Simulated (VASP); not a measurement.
# AlCu2 (P6/mmm) in VASP: relaxation of cell and atoms with PBE

Aim: the relaxation of cell and atoms of AlCu2 with PBE.

All numbers are computed with VASP 6.6.1; they aren't measurements. Logs are shortened: lines on timing, memory, paths and dates and some standing lists are left out, and cuts for length are marked.

**1. The cell of the first run**

The structure is hexagonal, space group P6/mmm (No. 191). The conventional cell has a = 4.169 Å, b = 4.169 Å, c = 2.593 Å, α = 90.00°, β = 90.00°, γ = 120.00°. Within 3.4 Å of Al (site symmetry 6/mmm) lie 2 Al at 2.59 Å and 12 Cu at 2.73 Å. Within 3.2 Å of Cu (site symmetry -6m2) lie 5 Cu at 2.41 to 2.59 Å and 6 Al at 2.73 Å.

**2. Relaxation of cell and atoms, PBE**

Input file INCAR:

```
SYSTEM = AlCu2
PREC = Accurate ; ENCUT = 600
EDIFF = 1E-6 ; ISMEAR = 0
SIGMA = 0.1 ; LREAL = .False.
LASPH = .True. ; NELM = 80
ALGO = Fast ; ISIF = 3
LWAVE = .False. ; LCHARG = .False.
GGA = PE ; IBRION = 2
NSW = 100 ; EDIFFG = -0.01
```

Input file KPOINTS:

```
Automatic mesh
0
Gamma
  12 12 18
  0 0 0
```

Input file POSCAR:

```
AlCu2
1.0
    4.1694351000      0.0000000000      0.0000000000
   -2.0847175000      3.6108367000      0.0000000000
    0.0000000000      0.0000000000      2.5925999000
Al Cu
1 2
Direct
    0.0000000000      0.0000000000      0.0000000000
    0.3333333000      0.6666667000      0.5000000000
    0.6666667000      0.3333333000      0.5000000000
```

Potentials or basis: VASP PAW PBE potentials, release 64 (Al, Cu).

Command:

```
$ cat potpaw_PBE.64/Al/POTCAR potpaw_PBE.64/Cu/POTCAR > POTCAR
$ mpirun -np 1 vasp_std > vasp.out
```

OUTCAR:

```text
SYSTEM = AlCu2
   PREC = Accurate
   ENCUT = 600
   EDIFF = 1E-6
   ISMEAR = 0
   LREAL = .False.
   LASPH = .True.
   NELM = 80
   ISIF = 3
   GGA = PE
   IBRION = 2
   NSW = 100
   EDIFFG = -0.01

 ion  position               nearest neighbor table
   1  0.000  0.000  0.000-   2 2.73   3 2.73   2 2.73   3 2.73   2 2.73   2 2.73   3 2.73   3 2.73
                             3 2.73   3 2.73   2 2.73   2 2.73
   2  0.333  0.667  0.500-   3 2.41   3 2.41   3 2.41   1 2.73   1 2.73   1 2.73   1 2.73   1 2.73
                             1 2.73
   3  0.667  0.333  0.500-   2 2.41   2 2.41   2 2.41   1 2.73   1 2.73   1 2.73   1 2.73   1 2.73
                             1 2.73

  LATTYP: Found a hexagonal cell.
 ALAT       =     4.1694351000
 C/A-ratio  =     0.6218108300

  Lattice vectors:

 A1 = (   4.1694351000,   0.0000000000,   0.0000000000)
 A2 = (  -2.0847175000,   3.6108367000,   0.0000000000)
 A3 = (   0.0000000000,   0.0000000000,   2.5925999000)

Analysis of symmetry for initial positions (statically):
=====================================================================
 Subroutine PRICEL returns:
 Original cell was already a primitive cell.

 Routine SETGRP: Setting up the symmetry group for a
 hexagonal supercell.

 Subroutine GETGRP returns: Found 24 space group operations
 (whereof 24 operations were pure point group operations)
 out of a pool of 24 trial point group operations.

The static configuration has the point symmetry D_6h.

Analysis of symmetry for dynamics (positions and initial velocities):
=====================================================================
 Subroutine PRICEL returns:
 Original cell was already a primitive cell.

 Routine SETGRP: Setting up the symmetry group for a
 hexagonal supercell.

 Subroutine GETGRP returns: Found 24 space group operations
 (whereof 24 operations were pure point group operations)
 out of a pool of 24 trial point group operations.

The dynamic configuration has the point symmetry D_6h.

 Subroutine INISYM returns: Found 24 space group operations
 (whereof 24 operations are pure point group operations),
 and found     1 'primitive' translations

----------------------------------------------------------------------------------------

[... 97 lines left out ...]
   NSW    =    100    number of steps for IOM
   IBRION =      2    ionic relax: 0-MD 1-quasi-New 2-CG
   NFREE  =      1    steps in history (QN), initial steepest desc. (CG)
   ISIF   =      3    stress and relaxation
   ISYM   =      2    0-nonsym 1-usesym 2-fastsym
   POTIM  = 0.5000    time-step for ionic-motion
   TEBEG  =    0.0;   TEEND  =   0.0 temperature during run
   PSTRESS=    0.0 pullay stress
   NELECT =      25.0000    total number of electrons
   NUPDOWN=      -1.0000    fix difference up-down
   EMIN   =  10.00;   EMAX   =-10.00  energy-range for DOS
   EFERMI =   0.00;   METHOD = LEGACY
   ISMEAR =     0;   SIGMA  =   0.10  broadening in eV -4-tet -1-fermi 0-gaus
   EFERMI_NEDOS =   21; number of points for ismear=-14 and -15
   IALGO  =     68    algorithm
   IMIX   =      4    mixing-type and parameters
     AMIX     =   0.40;   BMIX     =  1.00
     AMIX_MAG =   1.60;   BMIX_MAG =  1.00
  volume/ion in A,a.u.               =      13.01        87.80
  Fermi-wavevector in a.u.,A,eV,Ry     =   1.411176  2.666737 27.094899  1.991419
  Thomas-Fermi vector in A             =   2.533055
   LORBIT       =      0    0 simple, 1 ext, 2 COOP (PROOUT), +10 PAW based schemes
   GGA     = PE    functional components
   LHFCALC =     F    Hartree Fock is set to
   AEXX    =    0.0000 exact exchange contribution
   IVDW    =     0    specifies the selected vdW correction
   LEPSILON=     F    determine dielectric tensor
   LRPA    =     F    only Hartree local field effects (RPA)
 conjugate gradient relaxation of ions
 non-spin polarized calculation
 RMM-DIIS sequential band-by-band and
 Gauss-broadening in eV      SIGMA  =   0.10
  energy-cutoff  :      600.00
  volume of cell :       39.03
 maximum number of plane-waves:      1325
 NGX is ok and might be reduce to    36
   NGX = 17   NGY = 17   NGZ = 11

--------------------------------------- Ionic step        1  -------------------------------------------

 number of electron      24.9999982 magnetization

 Free energy of the ion-electron system (eV)
  ---------------------------------------------------
  ext. energy  EPLUGINS =         0.00000000
  ---------------------------------------------------
  free energy    TOTEN  =       -11.57954036 eV

  energy without entropy =      -11.57697406  energy(sigma->0) =      -11.57825721

------------------------ aborting loop because EDIFF is reached ----------------------------------------

  FORCE on cell =-STRESS in cart. coord.  units (eV):
  Direction    XX          YY          ZZ          XY          YZ          ZX
  --------------------------------------------------------------------------------------
  -------------------------------------------------------------------------------------
  Total        0.1414389      0.1414389      0.0797239      0.0000000      0.0000000      0.0000000
  in kB        5.8057576      5.8057575      3.2724929      0.0000001      0.0000000      0.0000000
  external PRESSURE =       4.9613360 kB  Pullay stress =       0.0000000 kB
[... 61 lines left out ...]
--------------------------------------- Ionic step        3  -------------------------------------------

 number of electron      24.9999982 magnetization

 Free energy of the ion-electron system (eV)
  ---------------------------------------------------
  ext. energy  EPLUGINS =         0.00000000
  ---------------------------------------------------
  free energy    TOTEN  =       -11.57968822 eV

  energy without entropy =      -11.57710933  energy(sigma->0) =      -11.57839877

 E-fermi :   8.3348     XC(G=0): -11.8096

 val. band max:        8.2929053463   @ k =   0.5000   0.0000   0.2778
 cond. band min:       8.3352808539   @ k =   0.1667   0.0000   0.0556
 fundamental gap:      0.0423755077
 Fermi energy:         8.3347544859

 k-point     1 :       0.0000    0.0000    0.0000
  band No.  band energies     occupation
      1      -2.3389      2.00000
      2       3.8034      2.00000
      3       3.8341      2.00000
      4       3.8341      2.00000
      5       4.4094      2.00000
      6       4.5119      2.00000
[... 433 lines left out ...]
      3       3.7432      2.00000
      4       4.0489      2.00000
      5       4.0566      2.00000
      6       4.4465      2.00000
[... 8 lines left out ...]
     15      15.0141      0.00000
     16      15.1072      0.00000

 [... further k-points ...]
[... 5 lines left out ...]
  --------------------------------------------------------------------------------------
  -------------------------------------------------------------------------------------
  Total        0.0072924      0.0072924     -0.0210271      0.0000000      0.0000000      0.0000000
  in kB        0.2984928      0.2984928     -0.8606764      0.0000000      0.0000000      0.0000000
  external PRESSURE =      -0.0878969 kB  Pullay stress =       0.0000000 kB
[... 18 lines left out ...]
  FREE ENERGIE OF THE ION-ELECTRON SYSTEM (eV)
  ---------------------------------------------------
  free  energy   TOTEN  =       -11.5796882205 eV

  energy  without entropy=      -11.5771093290  energy(sigma->0) =      -11.57839877

 reached required accuracy - stopping structural energy minimisation
```

OSZICAR:

```text
N       E                     dE             d eps       ncg     rms          rms(c)
DAV:   1     0.146625406421E+03    0.14663E+03   -0.12167E+04  6104   0.246E+03
DAV:   2    -0.867777005445E+01   -0.15530E+03   -0.15118E+03  6080   0.343E+02
DAV:   3    -0.142156198091E+02   -0.55378E+01   -0.54278E+01  8456   0.982E+01
[... 29 lines left out ...]
RMM:   3    -0.115797740491E+02    0.21188E-02   -0.91797E-03  6131   0.219E+00    0.988E-02
RMM:   4    -0.115796972446E+02    0.76804E-04   -0.80489E-04  7166   0.236E-01    0.338E-02
RMM:   5    -0.115796846519E+02    0.12593E-04   -0.13420E-04  6082   0.221E-01    0.484E-03
RMM:   6    -0.115796878643E+02   -0.32124E-05   -0.41331E-05  6128   0.539E-02    0.444E-03
RMM:   7    -0.115796882205E+02   -0.35624E-06   -0.62617E-06  5070   0.436E-02
   3 F= -.11579688E+02 E0= -.11578399E+02  d E =-.147856E-03
```

Wall time 7.5 min (1 thread of AMD EPYC 7R43 (Zen 3), shared host); peak memory 0.25 GiB.

What came out:

```yaml
Free_energy: -11.5797 eV
Relaxed_volume: 13.05 Å³/atom
Relaxed_cell: a = 4.174 Å, b = 4.174 Å, c = 2.594 Å, α = 90.00°, β = 90.00°, γ = 120.00°
Space_group_after_relaxing_to_0.1_Å: P6/mmm (No. 191)
Energy_gained_by_relaxing: 0.0 meV/atom
Ionic_steps: 3
Pressure_after_relaxing: 0.0 GPa
Band_gap_on_the_k_mesh: zero (an odd number of electrons rules out a gap without spin polarisation)
```

Step by step:
```csv
step,energy change (eV),largest force (eV/Å),pressure (GPa),volume (Å³)
1,0.0000,0.0000,0.50,39.03
2,0.0000,0.0000,-0.36,39.26
3,-0.0001,0.0000,-0.01,39.14
```

Final structure:
```yaml
crystal:
  lattice:
    - [4.17404, 0.00000, 0.00000]
    - [-2.08702, 3.61482, 0.00000]
    - [0.00000, 0.00000, 2.59421]
  atoms:
    - { symbol: Al, position: [0.00000, 0.00000, 0.00000] }
    - { symbol: Cu, position: [0.33333, 0.66667, 0.50000] }
    - { symbol: Cu, position: [0.66667, 0.33333, 0.50000] }
```
